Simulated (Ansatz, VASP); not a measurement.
# Li3Si2N in VASP and in Ansatz

```
Li Si N
1.0
     2.18959   -3.34929    0.00000
     2.18959    3.34929    0.00000
     0.00000    0.00000    6.22323
Li Si N
3 2 1
Direct
  0.00000 0.00000 0.26992
  0.00000 0.00000 0.73008
  0.50000 0.50000 0.50000
  0.87385 0.12615 0.00000
  0.12615 0.87385 0.00000
  0.50000 0.50000 0.00000
```

Alike in both runs: task single point; functional PBE; k mesh 6 × 6 × 4; occupations gaussian, width 0.1 eV; no spin polarisation.

```csv
,VASP,Ansatz
version,VASP 6.6.1,Ansatz 0.2.0
potentials or method,"VASP PAW PBE potentials, release 64 (Li_sv, Si, N), cutoff 520 eV","scalar-relativistic, plane waves, PAW"
valence electrons in the cell,22,22
```

Ansatz gave:

```
gap on the k mesh at the Fermi level (eV) : none
rms of the force components (eV/Å)        : 8.522
```

Task: Estimate VASP's values.

Result: gap on the k mesh at the Fermi level (eV): none; rms of the force components (eV/Å): 8.479.

Atom by atom the forces differ by 0.057 eV/Å (rms over components). A gap of «none» marks a metal or a gap that the smearing closes. With one functional, cell and mesh, what is left measures potentials, basis and numerics.

Noted on VASP's run: the cutoff is under 1.25 times that of the potentials, so the pressure is a little rough.
